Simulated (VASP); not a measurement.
The system is SiF.

```
CELL_PARAMETERS angstrom
1.35622 0.78301 3.94961
-1.35622 0.78301 3.94961
0.00000 -1.56602 3.94961
ATOMIC_POSITIONS crystal
Si 0.50000 0.50000 0.50000
F 0.00000 0.00000 0.00000
```

Base run:

```yaml
Program: VASP 6.6.1
Functional: PBE
Potentials_or_basis: VASP PAW PBE potentials, release 64 (Si, F)
Cutoff: 520 eV
k_mesh: 12 × 12 × 12
Occupations: fermi-dirac, width 0.05 eV
Spin: no spin polarisation
```

Its results: band gap on the k mesh zero (an odd number of electrons rules out a gap without spin polarisation); pressure -3.2 GPa.

Q: The run is repeated on the same cell with these changes: functional from PBE to r2SCAN0; k mesh from 12 × 12 × 12 to 6 × 6 × 6. What comes out?

A: Band gap on the k mesh zero (an odd number of electrons rules out a gap without spin polarisation); pressure -7.4 GPa.

Several settings changed at once.

Caveats: some runs use coarse meshes; an odd number of electrons without spin polarisation forces a metal; a magnetic or distorted state may lie lower; the cell stands under tension (at least some runs); the PAW data sets were made with another functional, which shifts forces and pressure a little (at least some runs).
